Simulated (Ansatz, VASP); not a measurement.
## One calculation of HfC4, two programs

```
Hf C
1.0
     4.43285    0.00000    0.00000
     0.00000    5.07485    0.00000
     0.00000    0.00000    5.40095
Hf C
2 8
Cartesian
  2.2164 2.5374 0.0000
  0.0000 0.0000 0.0000
  3.6940 1.2687 2.7005
  2.9552 2.5374 2.7005
  3.6940 3.8061 2.7005
  2.9552 0.0000 2.7005
  0.7388 3.8061 2.7005
  1.4776 0.0000 2.7005
  0.7388 1.2687 2.7005
  1.4776 2.5374 2.7005
```

Alike in both runs: task relaxation of cell and atoms; functional PBE; k mesh 4 × 3 × 3; occupations gaussian, width 0.2 eV; no spin polarisation.

```csv
,VASP,Ansatz
version,VASP 6.6.1,Ansatz 0.2.0
potentials or method,"VASP PAW PBE potentials, release 64 (Hf_pv, C), cutoff 600 eV","scalar-relativistic, plane waves, PAW"
valence electrons in the cell,52,84
```

Ansatz gave:

* gap on the k mesh at the Fermi level, each at its own relaxed structure (eV): none
* relaxed volume (Å³/atom): 9.81
* relaxed cell length with the largest relative difference (Å): 4.513

Problem. What did VASP give for the same quantities?

Solution. gap on the k mesh at the Fermi level, each at its own relaxed structure (eV): none; relaxed volume (Å³/atom): 9.76; relaxed cell length with the largest relative difference (Å): 4.489.

A gap of «none» marks a metal or a gap that the smearing closes. VASP's potentials hold 52 valence electrons a cell and Ansatz's 84, so a difference there can come from the potentials and not from the codes.

The k mesh is coarse, so the values compare programs but aren't converged. Spin-orbit coupling is off throughout. Noted on VASP's run: the volume moved by over 15 % at a fixed basis, so the end points are rough.
